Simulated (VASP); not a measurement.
# Sb in VASP: further runs

Sb is run at these levels: PBEsol; tasks: single point.

Program: VASP 6.6.1. These are calculated values, not measurements. Logs are shortened: lines on timing, memory, paths and dates and some standing lists are left out, and cuts for length are marked.

### Step 1. The cell of the first run

The typed cell holds 4 atoms: a = 4.273 Å, b = 4.224 Å, c = 7.367 Å, α = 90.00°, β = 122.97°, γ = 90.00°.

### Step 2. Single point, PBEsol

Input file INCAR:

```
  PREC = Accurate
  ENCUT = 520
  EDIFF = 1E-6
  ISMEAR = -1
  SIGMA = 0.05
  LREAL = F
  LASPH = T
  NELM = 80
  ALGO = Normal
  ISIF = 2
  LWAVE = F
  LCHARG = F
  GGA = PS
  NBANDS = 18
```

Input file KPOINTS:

```
Automatic mesh
0
Gamma
  6 6 4
```

Input file POSCAR:

```
Sb
1.0
    4.1668350763      0.0000000000     -0.9445833661
    0.0000000000      4.2235612732      0.0000000000
   -2.5430223171      0.0000000000      6.9137223000
Sb
4
Direct
    0.4999593848      0.2500000000      0.7499937429
    0.9999931004      0.7500000000      0.7499973990
    0.0000068996      0.2500000000      0.2500026010
    0.5000406152      0.7500000000      0.2500062571
```

Potentials or basis: VASP PAW PBE potentials, release 64 (Sb).

On the command line:

```console
> cat potpaw_PBE.64/Sb/POTCAR > POTCAR
> mpirun -np 1 vasp_std > vasp.out
```

OUTCAR:

```text
PREC = Accurate
   ENCUT = 520
   EDIFF = 1E-6
   ISMEAR = -1
   LREAL = F
   LASPH = T
   NELM = 80
   ISIF = 2
   GGA = PS

 ion  position               nearest neighbor table
   1  0.500  0.250  0.750-   2 3.00   2 3.00   2 3.00   2 3.00   3 3.09   3 3.09
   2  1.000  0.750  0.750-   1 3.00   1 3.00   1 3.00   1 3.00   4 3.09   4 3.09
   3  0.000  0.250  0.250-   4 3.00   4 3.00   4 3.00   4 3.00   1 3.09   1 3.09
   4  0.500  0.750  0.250-   3 3.00   3 3.00   3 3.00   3 3.00   2 3.09   2 3.09

  LATTYP: Found a simple monoclinic cell.
 ALAT       =     4.2725580498
 B/A-ratio  =     0.9885322151
 C/A-ratio  =     1.4478595497
 COS(beta)  =    -0.0426710961

  Lattice vectors:

 A1 = (   4.1668350763,   0.0000000000,  -0.9445833661)
 A2 = (   0.0000000000,  -4.2235612732,   0.0000000000)
 A3 = (  -1.6238127592,   0.0000000000,  -5.9691389339)

Analysis of symmetry for initial positions (statically):
=====================================================================
 Subroutine PRICEL returns:
 Original cell was already a primitive cell.

 Routine SETGRP: Setting up the symmetry group for a
 simple monoclinic supercell.

 Subroutine GETGRP returns: Found  4 space group operations
 (whereof  2 operations were pure point group operations)
 out of a pool of  4 trial point group operations.

The static configuration has the point symmetry S_2 .
 The point group associated with its full space group is C_2h.

Analysis of symmetry for dynamics (positions and initial velocities):
=====================================================================
 Subroutine PRICEL returns:
 Original cell was already a primitive cell.

 Routine SETGRP: Setting up the symmetry group for a
 simple monoclinic supercell.

 Subroutine GETGRP returns: Found  4 space group operations
 (whereof  2 operations were pure point group operations)
 out of a pool of  4 trial point group operations.

The dynamic configuration has the point symmetry S_2 .
 The point group associated with its full space group is C_2h.

 Subroutine INISYM returns: Found  4 space group operations
 (whereof  2 operations are pure point group operations),
 and found     1 'primitive' translations

----------------------------------------------------------------------------------------

                                     Primitive cell

  volume of cell :     111.5284

  direct lattice vectors                    reciprocal lattice vectors
     4.166835076  0.000000000 -0.944583366     0.261821496  0.000000000  0.096303826
     0.000000000  4.223561273  0.000000000     0.000000000  0.236767016  0.000000000
    -2.543022317  0.000000000  6.913722300     0.035771213  0.000000000  0.157797340

  length of vectors
     4.272558050  4.223561273  7.366581198     0.278971186  0.236767016  0.161801052

  position of ions in fractional coordinates (direct lattice)
     0.499959385  0.250000000  0.749993743
     0.999993100  0.750000000  0.749997399
     0.000006900  0.250000000  0.250002601
     0.500040615  0.750000000  0.250006257

  ion indices of the primitive-cell ions
   primitive index   ion index
                 1           1
                 2           2
                 3           3
                 4           4

----------------------------------------------------------------------------------------

 KPOINTS: Automatic mesh

Automatic generation of k-mesh.
 Grid dimensions read from file:
 generate k-points for:    6    6    4

 Generating k-lattice:

  Cartesian coordinates                     Fractional coordinates (reciprocal lattice)
     0.043636916  0.000000000  0.016050638     0.166666667  0.000000000 -0.000000000
     0.000000000  0.039461169  0.000000000     0.000000000  0.166666667  0.000000000
     0.008942803  0.000000000  0.039449335     0.000000000  0.000000000  0.250000000

  Length of vectors
     0.046495198  0.039461169  0.040450263

  Shift w.r.t. Gamma in fractional coordinates (k-lattice)
     0.000000000  0.000000000  0.000000000

 Subroutine IBZKPT returns following result:
 ===========================================

 Found     56 irreducible k-points:

 Following reciprocal coordinates:
            Coordinates               Weight
  0.000000  0.000000  0.000000      1.000000
  0.166667  0.000000  0.000000      2.000000
  0.333333  0.000000  0.000000      2.000000
  0.500000  0.000000 -0.000000      1.000000
  0.000000  0.166667  0.000000      2.000000
  0.166667  0.166667  0.000000      4.000000
[... 16 lines left out ...]
  0.000000  0.166667  0.250000      4.000000
  0.166667  0.166667  0.250000      4.000000
 [... further k-points ...]
   k-points           NKPTS =     56   k-points in BZ     NKDIM =     56   number of bands    NBANDS=     18
   number of dos      NEDOS =    301   number of ions     NIONS =      4
   total plane-waves  NPLWV =  57344
   dimension x,y,z NGX =    32 NGY =   32 NGZ =   56
   dimension x,y,z NGXF=    64 NGYF=   64 NGZF=  112
   ions per type =               4
   NGX,Y,Z   is equivalent  to a cutoff of  12.45, 12.60, 12.64 a.u.
   NGXF,Y,Z  is equivalent  to a cutoff of  24.90, 25.19, 25.28 a.u.
 SYSTEM =  unknown system
   PREC   = accura    normal or accurate (medium, high low for compatibility)
   ISTART =      0    job   : 0-new  1-cont  2-samecut
   ICHARG =      2    charge: 1-file 2-atom 10-const
   ISPIN  =      1    spin polarized calculation?
   LNONCOLLINEAR =      F non collinear calculations
   LSORBIT =      F    spin-orbit coupling
   LASPH  =      T    aspherical Exc in radial PAW
   ENCUT  =  520.0 eV  38.22 Ry    6.18 a.u.   7.94  7.85 13.70*2*pi/ulx,y,z
   NELM   =     80;   NELMIN=  2; NELMDL= -5     # of ELM steps
   EDIFF  = 0.1E-05   stopping-criterion for ELM
   LREAL  =      F    real-space projection
   EDIFFG = 0.1E-04   stopping-criterion for IOM
   NSW    =      0    number of steps for IOM
   IBRION =     -1    ionic relax: 0-MD 1-quasi-New 2-CG
   NFREE  =      0    steps in history (QN), initial steepest desc. (CG)
   ISIF   =      2    stress and relaxation
   ISYM   =      2    0-nonsym 1-usesym 2-fastsym
   POTIM  = 0.5000    time-step for ionic-motion
   TEBEG  =    0.0;   TEEND  =   0.0 temperature during run
   PSTRESS=    0.0 pullay stress
   NELECT =      20.0000    total number of electrons
   NUPDOWN=      -1.0000    fix difference up-down
   EMIN   =  10.00;   EMAX   =-10.00  energy-range for DOS
   EFERMI =   0.00;   METHOD = LEGACY
   ISMEAR =    -1;   SIGMA  =   0.05  broadening in eV -4-tet -1-fermi 0-gaus
   EFERMI_NEDOS =   21; number of points for ismear=-14 and -15
   IALGO  =     38    algorithm
   IMIX   =      4    mixing-type and parameters
     AMIX     =   0.40;   BMIX     =  1.00
     AMIX_MAG =   1.60;   BMIX_MAG =  1.00
  volume/ion in A,a.u.               =      27.88       188.16
  Fermi-wavevector in a.u.,A,eV,Ry     =   0.923187  1.744570 11.595895  0.852274
  Thomas-Fermi vector in A             =   2.048796
   LORBIT       =      0    0 simple, 1 ext, 2 COOP (PROOUT), +10 PAW based schemes
   GGA     = PS    functional components
   LHFCALC =     F    Hartree Fock is set to
   AEXX    =    0.0000 exact exchange contribution
   IVDW    =     0    specifies the selected vdW correction
   LEPSILON=     F    determine dielectric tensor
   LRPA    =     F    only Hartree local field effects (RPA)
 non-spin polarized calculation
  energy-cutoff  :      520.00
  volume of cell :      111.53
 maximum number of plane-waves:      3020
   NGX = 15   NGY = 15   NGZ = 27

 number of electron      20.0000001 magnetization

 Free energy of the ion-electron system (eV)
  ---------------------------------------------------
  ext. energy  EPLUGINS =         0.00000000
  ---------------------------------------------------
  free energy    TOTEN  =       -18.04334097 eV

  energy without entropy =      -18.02474972  energy(sigma->0) =      -18.03404534

 E-fermi :   7.9207     XC(G=0): -10.0415

 val. band max:        7.8917902405   @ k =   0.0000   0.0000   0.2500
 cond. band min:       7.9320204858   @ k =   0.0000   0.5000   0.2500
 fundamental gap:      0.0402302452
 Fermi energy:         7.9207094083

 k-point     1 :       0.0000    0.0000    0.0000
  band No.  band energies     occupation
      1      -5.0867      2.00000
      2      -2.6718      2.00000
      3       0.7830      2.00000
      4       1.8529      2.00000
      5       3.7140      2.00000
      6       3.9939      2.00000
[... 10 lines left out ...]
     17      12.8179      0.00000
     18      13.5519      0.00000

 k-point     2 :       0.1667    0.0000    0.0000
  band No.  band energies     occupation
      1      -4.7753      2.00000
      2      -2.7198      2.00000
      3       0.0005      2.00000
      4       2.0305      2.00000
      5       2.5480      2.00000
      6       4.4858      2.00000
[... 10 lines left out ...]
     17      12.4171      0.00000
     18      13.2742      0.00000

 k-point     3 :       0.3333    0.0000    0.0000
  band No.  band energies     occupation
      1      -3.8487      2.00000
      2      -2.6389      2.00000
      3      -1.2342      2.00000
      4      -0.3103      2.00000
      5       4.3847      2.00000
      6       5.5323      2.00000
[... 10 lines left out ...]
     17      13.2731      0.00000
     18      13.9035      0.00000

 k-point     4 :       0.5000    0.0000   -0.0000
  band No.  band energies     occupation
      1      -2.3357      2.00000
      2      -2.3357      2.00000
      3      -2.1646      2.00000
      4      -2.1646      2.00000
      5       6.9196      2.00000
      6       6.9196      2.00000
[... 375 lines left out ...]
      4       2.2365      2.00000
      5       2.4715      2.00000
      6       4.4323      2.00000
[... 10 lines left out ...]
     17      12.7464      0.00000
     18      12.9856      0.00000

 k-point    23 :       0.0000    0.1667    0.2500
  band No.  band energies     occupation
      1      -4.6347      2.00000
      2      -3.0386      2.00000
      3       0.1323      2.00000
      4       1.8446      2.00000
      5       3.1912      2.00000
      6       4.4711      2.00000
[... 10 lines left out ...]
     17      12.4201      0.00000
     18      13.0188      0.00000

 k-point    24 :       0.1667    0.1667    0.2500
  band No.  band energies     occupation
      1      -4.0482      2.00000
      2      -3.4318      2.00000
      3       0.1757      2.00000
      4       0.6472      2.00000
      5       3.8550      2.00000
      6       4.2647      2.00000
[... 10 lines left out ...]
     17      12.5924      0.00000
     18      13.1434      0.00000

 [... further k-points ...]

------------------------ aborting loop because EDIFF is reached ----------------------------------------

  FORCE on cell =-STRESS in cart. coord.  units (eV):
  Direction    XX          YY          ZZ          XY          YZ          ZX
  --------------------------------------------------------------------------------------
  -------------------------------------------------------------------------------------
  Total        1.5343958      1.5163647      1.4770116      0.0000000      0.0000000     -0.0039330
  in kB       22.0425867     21.7835586     21.2182256      0.0000000      0.0000000     -0.0564995
  external PRESSURE =      21.6814570 kB  Pullay stress =       0.0000000 kB

 VOLUME and BASIS-vectors are now :
 -----------------------------------------------------------------------------
  energy-cutoff  :      520.00
  volume of cell :      111.53
      direct lattice vectors                 reciprocal lattice vectors
     4.166835076  0.000000000 -0.944583366     0.261821496  0.000000000  0.096303826
     0.000000000  4.223561273  0.000000000     0.000000000  0.236767016  0.000000000
    -2.543022317  0.000000000  6.913722300     0.035771213  0.000000000  0.157797340

 POSITION                                       TOTAL-FORCE (eV/Angst)
 -----------------------------------------------------------------------------------
      0.17600      1.05589      4.71300         0.000324      0.000000     -0.000003
      2.25955      3.16767      4.24070        -0.000200      0.000000      0.000127
     -0.63573      1.05589      1.72844         0.000200      0.000000     -0.000127
      1.44782      3.16767      1.25614        -0.000324      0.000000      0.000003
 -----------------------------------------------------------------------------------
    total drift:                                0.000000     -0.000000     -0.000000

  FREE ENERGIE OF THE ION-ELECTRON SYSTEM (eV)
  ---------------------------------------------------
  free  energy   TOTEN  =       -18.0433409674 eV

  energy  without entropy=      -18.0247497225  energy(sigma->0) =      -18.03404534
```

It took 27 s on 1 thread of Intel Xeon 6975P-C (Granite Rapids), shared host; peak memory 0.27 GiB.

What came out:

```
Free energy            : -18.0433 eV
Pressure               : 2.2 GPa
Band gap on the k mesh : zero (bands 10 and 11 overlap by 1.01 eV)
```

Levels at points of the mesh, in eV from the Fermi level:
```csv
k point,band 7,band 8,band 9,band 10,band 11,band 12,band 13,band 14
"(0.00, 0.00, 0.00)",-3.79,-2.15,-1.90,-1.36,1.84,2.81,3.64,3.70
"(0.50, 0.00, 0.00)",-0.70,-0.70,-0.55,-0.55,-0.53,-0.53,0.16,0.16
"(0.00, 0.50, 0.00)",-1.51,-1.51,-0.91,-0.91,0.44,0.44,1.56,1.56
"(0.50, 0.50, 0.00)",-5.36,-5.36,0.05,0.05,0.05,0.05,4.81,4.81
"(0.00, 0.00, 0.50)",-3.01,-3.01,-2.46,-2.46,2.63,2.63,2.70,2.70
"(0.50, 0.00, 0.50)",-1.42,-1.42,-0.78,-0.78,0.55,0.55,1.72,1.72
"(0.00, 0.50, 0.50)",-0.81,-0.81,-0.69,-0.69,-0.68,-0.68,0.25,0.25
"(0.50, 0.50, 0.50)",-4.22,-4.22,-3.64,-3.64,1.80,1.80,5.12,5.12
```

Caveat: the PAW data sets were made with another functional, which shifts forces and pressure a little; spin-orbit coupling is left out, which moves the levels of the heavy elements.

### Step 3. Single point, PBEsol

This run uses another cell than the first one, of 28.80 Å³/atom.

Input file INCAR:

```
ALGO     = Normal         # electronic algorithm
EDIFF    = 1E-6           # SCF threshold, eV
ENCUT    = 520            # plane-wave cutoff, eV
GGA      = PS             # functional
ISIF     = 2              # what is computed and relaxed
ISMEAR   = -1             # smearing method
LASPH    = T              # aspherical terms in the spheres
LCHARG   = T              # write CHGCAR
LELF     = T              # ELF
LREAL    = F              # projectors in reciprocal space
LVHAR    = T            
LWAVE    = F              # write WAVECAR
NBANDS   = 18             # bands
NELM     = 60             # most SCF steps
PREC     = Accurate       # precision mode
SIGMA    = 0.05           # smearing width, eV
```

Input file KPOINTS:

```
k-points
0
Gamma
  6 6 4
```

Input file POSCAR:

```
Sb
1.0
    4.2809363734      0.0000000000      0.4388065903
    0.0000000000      4.3014090616      0.0000000000
   -0.6317423798      0.0000000000      6.1903964423
Sb
4
Direct
    0.2500613509      0.2500000000      0.7499579564
    0.7500143836      0.7500000000      0.7501231911
    0.2499856164      0.2500000000      0.2498768089
    0.7499386491      0.7500000000      0.2500420436
```

Potentials or basis: VASP PAW PBE potentials, release 64 (Sb).

On the command line:

```console
> cat potpaw_PBE.64/Sb/POTCAR > POTCAR
> mpirun -np 1 vasp_std > vasp.out
```

It took 25 s on 1 thread of Intel Xeon 6975P-C (Granite Rapids), shared host; peak memory 0.25 GiB.

It converged, with:

```
Free energy            : -18.1011 eV
Pressure               : 0.1 GPa
Band gap on the k mesh : zero (bands 10 and 11 overlap by 0.87 eV)
```

Levels at points of the mesh, in eV from the Fermi level:
| k point | band 8 | band 9 | band 10 | band 11 | band 12 | band 13 |
| --- | --- | --- | --- | --- | --- | --- |
| (0.00, 0.00, 0.00) | -1.90 | -1.90 | -1.52 | 1.92 | 2.83 | 3.47 |
| (0.50, 0.00, 0.00) | -1.45 | -0.91 | -0.91 | 0.49 | 0.49 | 1.52 |
| (0.00, 0.50, 0.00) | -1.45 | -0.91 | -0.91 | 0.49 | 0.49 | 1.52 |
| (0.50, 0.50, 0.00) | -3.98 | -3.64 | -3.64 | 1.88 | 1.88 | 5.04 |
| (0.00, 0.00, 0.50) | -2.99 | -2.36 | -2.35 | 2.49 | 2.50 | 2.76 |
| (0.50, 0.00, 0.50) | -0.73 | -0.66 | -0.66 | -0.66 | -0.66 | 0.19 |
| (0.00, 0.50, 0.50) | -0.74 | -0.66 | -0.66 | -0.66 | -0.66 | 0.18 |
| (0.50, 0.50, 0.50) | -5.17 | 0.04 | 0.04 | 0.05 | 0.05 | 4.84 |

Caveat: the PAW data sets were made with another functional, which shifts forces and pressure a little; spin-orbit coupling is left out, which moves the levels of the heavy elements.

The gap in the log of VASP goes by the Fermi energy; the results here count the filled bands.